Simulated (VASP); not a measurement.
Runs of VASP 6.6.1 on HgTe. The structure is that of space group F-43m (No. 216), or close to it. The cells are those of the table. 

| cell | gap on the mesh (eV) | pressure (GPa) |
| --- | --- | --- |
| a = 4.525, b = 4.525, c = 4.559 Å, angles 59.8, 59.8, 60.5°, 2 atoms | - | 5.0 |
| a = 4.559, b = 4.559, c = 4.490 Å, angles 60.5, 60.5, 59.0°, 2 atoms | none | 5.0 |
| a = 4.594, b = 4.594, c = 4.490 Å, angles 60.7, 60.7, 58.5°, 2 atoms | none | 4.1 |
| a = 4.593, b = 4.593, c = 4.559 Å, angles 60.2, 60.2, 59.5°, 2 atoms | none | 3.3 |
| a = 4.525, b = 4.525, c = 4.490 Å, angles 60.3, 60.3, 59.5°, 2 atoms | none | (a) |

Alike in all rows: task single point; level PBE; potentials or basis VASP PAW PBE potentials, release 64 (Hg, Te); no spin polarisation; k mesh 14 × 14 × 14; cutoff (eV) 520; smearing gaussian 0.15 eV.

Question: Fill in the values left out.

Answer: (a) 5.9.

Caveats: spin-orbit coupling is left out, which moves the levels of the heavy elements.

A k mesh can miss the band edges, and the runs leave out spin-orbit coupling on Hg, Te.

A gap of «none» marks levels without a gap at the run's occupations.
